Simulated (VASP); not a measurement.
The system is WC.

```
W C
1.0
     1.64035   -2.11804    0.00000
     1.64035    2.11804    0.00000
     0.00000    0.00000    4.30942
W C
1 1
Direct
  0.50000 0.50000 0.50000
  0.00000 0.00000 0.00000
```

```yaml
Program: VASP 6.6.1
Task: relaxation of cell and atoms
Functional: PBE
Dispersion: D4
Potentials_or_basis: VASP PAW PBE potentials, release 64 (W_sv, C)
Cutoff: 600 eV
k_mesh: 10 × 10 × 6
Occupations: fermi-dirac, width 0.05 eV
Spin: no spin polarisation
```

At the start: pressure -34.9 GPa; volume 14.97 Å³/atom.

**Question.** How do energy, volume and symmetry change on relaxing?

**Answer.** Over 20 steps the energy falls by 2030.0 meV/atom and the volume is 11.42 Å³/atom (-23.7 %); space group Cmmm (No. 65, to 0.05 Å).

The path:
```tsv
step	energy change (eV)	largest force (eV/Å)	pressure (GPa)	volume (Å³)
1	0.0000	0.0000	-34.94	29.94
2	-2.0065	0.0000	114.20	17.52
3	-2.5718	0.0000	28.48	20.29
4	-2.7765	0.0000	111.84	18.18
5	-3.3508	0.0000	57.58	19.21
6	-3.9042	0.0000	-19.86	23.84
7	-3.9920	0.0000	-4.35	22.38
8	-4.0362	0.0000	1.36	22.35
9	-4.0423	0.0000	4.69	22.32
10	-4.0565	0.0000	0.63	22.85
11	-4.0569	0.0000	-0.39	22.99
12	-4.0569	0.0000	-0.26	22.96
13	-4.0595	0.0000	-0.08	22.91
14	-4.0599	0.0000	0.02	22.87
15	-4.0599	0.0000	0.02	22.87
16	-4.0599	0.0000	0.01	22.87
17	-4.0600	0.0000	-0.23	22.87
18	-4.0600	0.0000	-0.30	22.88
19	-4.0600	0.0000	-0.19	22.86
20	-4.0600	0.0000	-0.02	22.84
```

Final structure:
```cif
data_structure
_symmetry_space_group_name_H-M 'P 1'
_symmetry_Int_Tables_number 1
_cell_length_a 2.9670
_cell_length_b 2.9670
_cell_length_c 3.0088
_cell_angle_alpha 90.000
_cell_angle_beta 90.000
_cell_angle_gamma 120.435
_cell_volume 22.84
loop_
_atom_site_label
_atom_site_type_symbol
_atom_site_fract_x
_atom_site_fract_y
_atom_site_fract_z
_atom_site_occupancy
W1 W 0.50000 0.50000 0.50000 1
C1 C 0.00000 0.00000 0.00000 1
```

Caveat: the volume moved by over 15 % at a fixed basis, so the end points are rough; pairwise dispersion overbinds metals, which lowers pressure and volume.
